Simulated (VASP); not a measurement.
## HfN: single point with PBEsol

HfN:

```
Hf N
1.0
     3.13391    0.00000    0.00000
    -1.56695    2.71404    0.00000
     0.00000    0.00000    5.41677
Hf N
2 2
Direct
  0.33333 0.66667 0.25000
  0.66667 0.33333 0.75000
  0.00000 0.00000 0.50000
  0.00000 0.00000 0.00000
```

| Item | Value |
| --- | --- |
| Program | VASP 6.6.1 |
| Task | single point |
| Functional | PBEsol |
| Potentials or basis | VASP PAW PBE potentials, release 64 (Hf_pv, N) |
| Cutoff | 520 eV |
| k mesh | 8 × 8 × 4 |
| Occupations | fermi-dirac, width 0.05 eV |
| Spin | no spin polarisation |

```
Pressure               : -4.2 GPa
Band gap on the k mesh : zero (band 15 reaches 9.62 eV, above the bottom of band 16 at 7.31 eV)
```

Stress tensor (GPa, compression positive):
```
-4.07  0.00  0.00
 0.00 -4.07  0.00
 0.00  0.00 -4.47
```

Levels at points of the mesh, in eV from the Fermi level:
```csv
k point,band 12,band 13,band 14,band 15,band 16,band 17,band 18,band 19
"(0.00, 0.00, 0.00)",-3.41,-3.41,-1.54,-0.47,0.87,0.87,1.22,2.00
"(0.50, 0.00, 0.00)",-5.31,-3.08,-2.65,-2.24,2.62,2.90,4.62,4.82
"(0.00, 0.00, 0.50)",-4.21,-4.21,-4.21,2.02,2.02,3.07,3.07,3.07
"(0.50, 0.00, 0.50)",-5.30,-4.30,-4.30,-0.11,-0.11,4.90,4.90,4.97
```

It used 67 s of CPU time on 1 thread of AMD EPYC 7R13 Processor (Zen 3), on a shared host.

Caveat: the PAW data sets were made with another functional, which shifts forces and pressure a little; spin-orbit coupling is left out, which moves the levels of the heavy elements.
